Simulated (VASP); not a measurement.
GePbS2:

```
Ge S Pb
1.0
     4.04996    0.00000    0.00000
     0.00000    4.04996    0.00000
     0.00000    0.00000    5.73416
Ge S Pb
1 2 1
Direct
  0.00000 0.00000 0.00000
  0.00000 0.00000 0.50000
  0.50000 0.50000 0.00000
  0.50000 0.50000 0.50000
```

Base run:

| Item | Value |
| --- | --- |
| Program | VASP 6.6.1 |
| Functional | PBEsol |
| Potentials or basis | VASP PAW PBE potentials, release 64 (Ge_d, S, Pb_d) |
| Cutoff | 520 eV |
| k mesh | 4 × 4 × 4 |
| Occupations | fermi-dirac, width 0.02 eV |
| Spin | no spin polarisation |

Its results: band gap on the k mesh 0.07 eV; pressure -2.4 GPa.

**Question.** The run is repeated on the same cell with these changes: functional from PBEsol to HSE06; k mesh from 4 × 4 × 4 to 4 × 4 × 2. What comes out?

**Answer.** Band gap on the k mesh 0.03 eV; pressure 0.3 GPa.

Several settings changed at once.

Caveats: some runs use coarse meshes; the PAW data sets were made with another functional, which shifts forces and pressure a little; spin-orbit coupling is left out, which moves the levels of the heavy elements.

A k mesh can miss the band edges.
